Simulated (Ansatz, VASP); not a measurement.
## One calculation of KBr, two programs

```xyz
2
Lattice="3.9763 0.0000 0.0000 0.0000 3.9763 0.0000 0.0000 0.0000 3.9763" Properties=species:S:1:pos:R:3 pbc="T T T"
K     0.0000    0.0000    0.0000
Br    1.9881    1.9881    1.9881
```

Alike in both runs: task single point; functional LDA; k mesh 4 × 4 × 4; no spin polarisation.

```csv
,VASP,Ansatz
version,VASP 6.6.1,Ansatz 0.2.0
potentials or method,"VASP PAW LDA potentials, release 64 (K_sv, Br)","plane waves, PAW"
plane-wave cutoff (eV),520,420
occupations,"gaussian, width 0.01 eV",fixed
valence electrons in the cell,16,16
```

```tsv
	VASP	Ansatz	Ansatz less VASP
gap on the k mesh at the Fermi level (eV)	3.63	3.62	-0.010
```

LDA's correlation is that of Perdew and Zunger in VASP and of Perdew and Wang (1992) in Ansatz.
